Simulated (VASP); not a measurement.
**NaF: single point with HSE06**

The system is NaF.

```xyz
4
Lattice="3.2919 0.0000 0.0000 -1.6460 2.8509 0.0000 0.0000 0.0000 5.5039" Properties=species:S:1:pos:R:3 pbc="T T T"
Na    0.0000    0.0000    0.0000
Na    0.0000    0.0000    2.7520
F     0.0000    1.9006    1.3760
F     1.6460    0.9503    4.1279
```

This cell differs from its parent crystal: epitaxial xy strain +3.6%.

```json
{
  "Program": "VASP 6.6.1",
  "Task": "single point",
  "Functional": "HSE06",
  "Potentials or basis": "VASP PAW PBE potentials, release 64 (Na_pv, F)",
  "Cutoff": "520 eV",
  "k mesh": "6 × 6 × 4",
  "Occupations": "gaussian, width 0.01 eV",
  "Spin": "no spin polarisation",
  "Dipole correction": "no",
  "Grid for exact exchange (PRECFOCK)": "Normal",
  "Further INCAR settings": "ALGO = Normal; EDIFF = 1e-06; NBANDS = 22",
  "Screening parameter": "0.2079 1/Å"
}
```

```json
{"Pressure": "-1.2 GPa", "Band gap on the k mesh": "8.24 eV, direct"}
```

Stress tensor (GPa, compression positive):
```
-2.53  0.00  0.00
 0.00 -2.53  0.00
 0.00  0.00  1.51
```

Levels at points of the mesh, in eV from the valence-band top:
```
           k point  band 11  band 12  band 13  band 14  band 15  band 16  band 17  band 18
(0.00, 0.00, 0.00)    -0.23    -0.06     0.00     0.00     8.24    12.73    14.41    19.52
(0.50, 0.00, 0.00)    -0.72    -0.44    -0.40    -0.26    12.70    14.11    15.48    16.38
(0.00, 0.00, 0.50)    -0.12    -0.12    -0.12    -0.12    10.05    10.05    17.17    17.17
(0.50, 0.00, 0.50)    -0.41    -0.41    -0.33    -0.33    13.78    13.78    14.86    14.86
```

Run time: 39 min on 1 thread of Intel(R) Xeon(R) Platinum 8488C (Sapphire Rapids) (shared host), peak memory 0.28 GiB.

Caveat: the cell differs from its parent crystal (epitaxial xy strain +3.6%); the PAW data sets were made with another functional, which shifts forces and pressure a little.
